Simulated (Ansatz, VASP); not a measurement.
# One calculation of Mg3Cd2Te3, two programs

```xyz
8
Lattice="3.9832 0.0000 0.0000 0.0000 3.9832 0.0000 0.0000 0.0000 12.9721" Properties=species:S:1:pos:R:3 pbc="T T T"
Mg    0.0000    0.0000    6.4860
Mg    1.9916    1.9916    1.5985
Mg    1.9916    1.9916   11.3736
Cd    1.9916    1.9916    7.9665
Cd    1.9916    1.9916    5.0056
Te    0.0000    0.0000    0.0000
Te    0.0000    0.0000    3.6236
Te    0.0000    0.0000    9.3485
```

Alike in both runs: functional PBE; k mesh 5 × 5 × 2; occupations gaussian, width 0.2 eV; no spin polarisation.

Ansatz relaxed the structure, and its values are those at the end. VASP's run is a single point on that final structure, the one shown.

|  | VASP | Ansatz |
| --- | --- | --- |
| version | VASP 6.6.1 | Ansatz 0.2.0 |
| potentials or method | VASP PAW PBE potentials, release 64 (Mg, Cd, Te), cutoff 520 eV | scalar-relativistic, plane waves, PAW |
| valence electrons in the cell | 48 | 118 |

Ansatz gave:

| Property | Result |
| --- | --- |
| gap on the k mesh at the Fermi level (eV) | none |
| pressure (GPa) | 0.1 |
| rms of the force components (eV/Å) | 0.005 |

Question: What did VASP give for the same quantities?

Answer: gap on the k mesh at the Fermi level (eV): none; pressure (GPa): 0.1; rms of the force components (eV/Å): 0.009.

A gap of «none» marks a metal or a gap that the smearing closes. VASP's potentials hold 48 valence electrons a cell and Ansatz's 118, so a difference there can come from the potentials and not from the codes.

Spin-orbit coupling is off throughout.
